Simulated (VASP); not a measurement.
Here is a VASP 6.6.1 calculation.

The input POSCAR:

```
Co
1.0
    2.4281534881      0.0000000000      0.0000000000
   -1.2140767440      2.1028426050      0.0000000000
    0.0000000000      0.0000000000      3.9188595371
Co
2
Direct
    0.3333333333      0.6666666667      0.2500000000
    0.6666666667      0.3333333333      0.7500000000
```

The input INCAR.step1:

```
PREC = Accurate ; ENCUT = 520
EDIFF = 1E-6 ; ISMEAR = -1
SIGMA = 0.08 ; LREAL = F
LASPH = T ; NELM = 150
ALGO = Normal ; ISIF = 2
LWAVE = F ; LCHARG = T
ISPIN = 2 ; MAGMOM = 1.7 1.7
LMAXMIX = 4 ; GGA = CA
NBANDS = 20
```

KPOINTS.step1

```
Automatic mesh
0
Gamma
  19 19 11
```

INCAR.step2

```
PREC = Accurate ; ENCUT = 520
EDIFF = 1E-6 ; ISMEAR = -5
SIGMA = 0.08 ; LREAL = F
LASPH = T ; NELM = 150
ALGO = Normal ; ISIF = 2
LWAVE = F ; LCHARG = F
ISPIN = 2 ; MAGMOM = 1.7 1.7
LORBIT = 11 ; LMAXMIX = 4
GGA = CA ; NBANDS = 20
NEDOS = 1001 ; ICHARG = 11
```

File KPOINTS.step2:

```
Automatic mesh
0
Gamma
  29 29 17
```

Potentials or basis: VASP PAW LDA potentials, release 64 (Co).

Launch:

```sh
$ cat potpaw_LDA.64/Co/POTCAR > POTCAR
$ cp INCAR.step1 INCAR
$ cp KPOINTS.step1 KPOINTS
$ mpirun -np 1 vasp_std > vasp.out
$ cp INCAR.step2 INCAR
$ cp KPOINTS.step2 KPOINTS
$ mpirun -np 1 vasp_std > vasp.out
```

(1) Predict the site moments.

(2) Estimate the net moment.

## Answers

(1) Co +1.48 μB.

(2) 2.92 μB per cell.
